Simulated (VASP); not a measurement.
Crystal: Ag.

```
Ag
1.0
    -2.54071    2.54071    1.38723
     2.54071   -2.54071    1.38723
     2.54071    2.54071   -1.38723
Ag
2
Direct
  0.00000 0.00000 0.00000
  0.75000 0.25000 0.50000
```

- Program: VASP 6.6.1
- Task: relaxation of cell and atoms
- Functional: BLYP
- Potentials or basis: VASP PAW PBE potentials, release 64 (Ag)
- Cutoff: 600 eV
- k mesh: 13 × 13 × 9
- Occupations: fermi-dirac, width 0.1 eV
- Spin: no spin polarisation

At the start: pressure 16.6 GPa; volume 17.91 Å³/atom.

Q: Where does the relaxation end?

A: Over 6 steps the energy falls by 156.9 meV/atom and the volume is 21.35 Å³/atom (+19.2 %); space group I4_1/amd (No. 141, to 0.1 Å) before and after.

The path:
| step | energy change (eV) | largest force (eV/Å) | pressure (GPa) | volume (Å³) |
| --- | --- | --- | --- | --- |
| 1 | 0.0000 | 0.0000 | 16.59 | 35.82 |
| 2 | -0.2699 | 0.0015 | -3.54 | 46.29 |
| 3 | -0.3103 | 0.0016 | -0.05 | 42.73 |
| 4 | -0.3103 | 0.0016 | -0.23 | 42.88 |
| 5 | -0.3133 | 0.0032 | -0.08 | 42.77 |
| 6 | -0.3138 | 0.0042 | 0.04 | 42.69 |

Final structure:
```xyz
2
Lattice="-2.7335 2.7352 1.4258 2.7352 -2.7335 1.4258 2.7368 2.7368 -1.4226" Properties=species:S:1:pos:R:3 pbc="T T T"
Ag    5.4719    0.0034    0.0032
Ag    0.0022    2.7363    0.7145
```

Caveat: the volume moved by over 15 % at a fixed basis, so the end points are rough; the PAW data sets were made with another functional, which shifts forces and pressure a little.
